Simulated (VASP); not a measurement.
# SnSe (Fm-3m) in VASP: notebook, part 2 of 2

VASP 6.6.1.

**5. Single point, PBEsol-based global hybrid with 25 % exact exchange**

This run uses another cell than the first one, of 25.41 Å³/atom.

The input, POSCAR:

```
SnSe
1.0
    0.0000000000      2.9400169374      2.9400169374
    2.9400169374      0.0000000000      2.9400169374
    2.9400169374      2.9400169374      0.0000000000
Sn Se
1 1
Direct
    0.0000000000      0.0000000000      0.0000000000
    0.5000000000      0.5000000000      0.5000000000
```

The input, INCAR.step1:

```
  PREC = Accurate
  ENCUT = 520
  EDIFF = 1E-5
  ISMEAR = -1
  SIGMA = 0.05
  LREAL = False
  LASPH = True
  NELM = 60
  ALGO = Normal
  ISIF = 2
  LWAVE = True
  LCHARG = False
  GGA = PE
  NBANDS = 17
```

The input, INCAR.step2:

```
  PREC = Accurate
  ENCUT = 520
  EDIFF = 1E-6
  ISMEAR = -1
  SIGMA = 0.05
  LREAL = False
  LASPH = True
  NELM = 60
  ALGO = Normal
  ISIF = 2
  LWAVE = False
  LCHARG = False
  GGA = PS
  LHFCALC = True
  AEXX = 0.25
  PRECFOCK = Normal
  ISTART = 1
  NBANDS = 17
```

The input, KPOINTS:

```
Automatic mesh
0
Gamma
  4 4 4
```

Started as:

```bash
cat potpaw_PBE.64/Sn_d/POTCAR potpaw_PBE.64/Se/POTCAR > POTCAR
cp INCAR.step1 INCAR
mpirun -np 1 vasp_std > vasp.out
cp INCAR.step2 INCAR
mpirun -np 1 vasp_std > vasp.out
```

Run time: 8.2 min. Hardware: 1 thread of Intel Xeon Platinum 8259CL at 2.50GHz (Skylake/Cascade Lake), shared host; peak memory 0.18 GiB.

It converged, with:

| Property | Result |
| --- | --- |
| Free energy | -11.4036 eV |
| Pressure | -0.3 GPa |
| Band gap on the k mesh | 1.51 eV |

Levels at points of the mesh, in eV from the valence-band top:
```
           k point  band 6  band 7  band 8  band 9  band 10  band 11  band 12  band 13  band 14  band 15
(0.00, 0.00, 0.00)  -16.25   -5.43   -3.01   -3.01    -3.01     5.85     5.85     5.85     6.87     6.87
(0.50, 0.00, 0.00)  -15.02   -9.67   -2.73   -2.73     0.00     1.51     2.06     2.06     9.66    11.72
(0.50, 0.50, 0.00)  -14.63   -7.03   -6.84   -4.77    -4.77     3.63     7.12     7.12     7.83    12.11
```

Caveat: the k points lie up to 0.46 Å⁻¹ apart; the PAW data sets were made with another functional, which shifts forces and pressure a little; spin-orbit coupling is left out, which moves the levels of the heavy elements.

**6. Relaxation of cell and atoms, PBEsol-based global hybrid with 25 % exact exchange**

This run uses another cell than the first one, of 27.27 Å³/atom.

The input, POSCAR:

```
SnSe
1.0
    0.0000000000      3.0100000000      3.0100000000
    3.0100000000      0.0000000000      3.0100000000
    3.0100000000      3.0100000000      0.0000000000
Sn Se
1 1
Direct
    0.0000000000      0.0000000000      0.0000000000
    0.5000000000      0.5000000000      0.5000000000
```

The input, INCAR.step1:

```
ALGO     = Normal         # electronic algorithm
EDIFF    = 1E-5           # SCF threshold, eV
ENCUT    = 600            # plane-wave cutoff, eV
GGA      = PE             # functional
ISMEAR   = -1             # smearing method
LASPH    = T              # aspherical terms in the spheres
LCHARG   = F              # write CHGCAR
LREAL    = F              # projectors in reciprocal space
LWAVE    = T              # write WAVECAR
NBANDS   = 17             # bands
NELM     = 80             # most SCF steps
PREC     = Accurate       # precision mode
SIGMA    = 0.05           # smearing width, eV
```

The input, INCAR.step2:

```
AEXX     = 0.25           # exact-exchange fraction
ALGO     = Normal         # electronic algorithm
EDIFF    = 1E-7           # SCF threshold, eV
EDIFFG   = -0.01          # ionic threshold
ENCUT    = 600            # plane-wave cutoff, eV
GGA      = PS             # functional
IBRION   = 2              # ionic algorithm
ISIF     = 3              # what is computed and relaxed
ISMEAR   = -1             # smearing method
ISTART   = 1            
LASPH    = T              # aspherical terms in the spheres
LCHARG   = F              # write CHGCAR
LHFCALC  = T              # exact exchange
LREAL    = F              # projectors in reciprocal space
LWAVE    = F              # write WAVECAR
NELM     = 80             # most SCF steps
NSW      = 60             # ionic steps
PREC     = Accurate       # precision mode
PRECFOCK = Normal       
SIGMA    = 0.05           # smearing width, eV
```

The input, KPOINTS:

```
k-points
0
Gamma
  4 4 4
```

Potentials or basis: VASP PAW PBE potentials, release 64 (Sn_d, Se).

Started as:

```bash
cat potpaw_PBE.64/Sn_d/POTCAR potpaw_PBE.64/Se/POTCAR > POTCAR
cp INCAR.step1 INCAR
mpirun -np 1 vasp_std > vasp.out
cp INCAR.step2 INCAR
mpirun -np 1 vasp_std > vasp.out
```

Run time: 62 min. Hardware: 1 thread of Intel Xeon Platinum 8259CL at 2.50GHz (Skylake/Cascade Lake), shared host; peak memory 0.24 GiB.

It converged, with:

| Property | Result |
| --- | --- |
| Free energy | -11.4045 eV |
| Relaxed volume | 25.32 Å³/atom |
| Relaxed cell | a = 4.153 Å, b = 4.153 Å, c = 4.153 Å, α = 60.00°, β = 60.00°, γ = 60.00° |
| Space group after relaxing (to 0.1 Å) | Fm-3m (No. 225) |
| Energy gained by relaxing | 25.4 meV/atom |
| Ionic steps | 3 |
| Pressure after relaxing | 0.0 GPa |
| Band gap on the k mesh | 1.53 eV |

Step by step:
| step | energy change (eV) | largest force (eV/Å) | pressure (GPa) | volume (Å³) |
| --- | --- | --- | --- | --- |
| 1 | 0.0000 | 0.0000 | -3.91 | 54.54 |
| 2 | -0.0451 | 0.0000 | 1.57 | 49.45 |
| 3 | -0.0509 | 0.0000 | 0.01 | 50.64 |

Final structure:
```xyz
2
Lattice="0.0000 2.9365 2.9365 2.9365 0.0000 2.9365 2.9365 2.9365 0.0000" Properties=species:S:1:pos:R:3 pbc="T T T"
Sn    0.0000    0.0000    0.0000
Se    2.9365    2.9365    2.9365
```

Levels at points of the mesh, in eV from the valence-band top:
```csv
k point,band 8,band 9,band 10,band 11,band 12,band 13
"(0.00, 0.00, 0.00)",-3.02,-3.02,-3.02,5.87,5.87,5.87
"(0.50, 0.00, 0.00)",-2.73,-2.73,0.00,1.53,2.06,2.06
"(0.50, 0.50, 0.00)",-6.84,-4.78,-4.78,3.62,7.15,7.15
```

Caveat: the k points lie up to 0.46 Å⁻¹ apart in the final cell; the PAW data sets were made with another functional, which shifts forces and pressure a little; spin-orbit coupling is left out, which moves the levels of the heavy elements. A k mesh can miss the band edges.

**7. Summary**

```tsv
task	level	cell	cutoff (eV)	share of exact exchange	gap on the mesh (eV)	pressure (GPa)
single point	BHLYP	a = 4.285 Å, angles 60.0°, 2 atoms	520	0.5	1.06	-0.3
single point	BHLYP	a = 4.313 Å, angles 60.0°, 2 atoms	520	0.5	0.94	-1.3
single point	BHLYP	a = 4.340 Å, angles 60.0°, 2 atoms	520	0.5	0.83	-2.1
single point	PBEsol-based global hybrid with 25 % exact exchange	a = 4.158 Å, angles 60.0°, 2 atoms	520	0.25	1.51	-0.3
relaxation of cell and atoms	PBEsol-based global hybrid with 25 % exact exchange	relaxed from a = 4.257 Å, angles 60.0°, 2 atoms	600	0.25	1.53	0.0
```

Alike in all rows: potentials or basis VASP PAW PBE potentials, release 64 (Sn_d, Se); no spin polarisation; k mesh 4 × 4 × 4; smearing fermi-dirac 0.05 eV.

Caveats: all runs use coarse meshes; the PAW data sets were made with another functional, which shifts forces and pressure a little; spin-orbit coupling is left out, which moves the levels of the heavy elements.

Absolute energies hang on the potentials; compare differences alone.
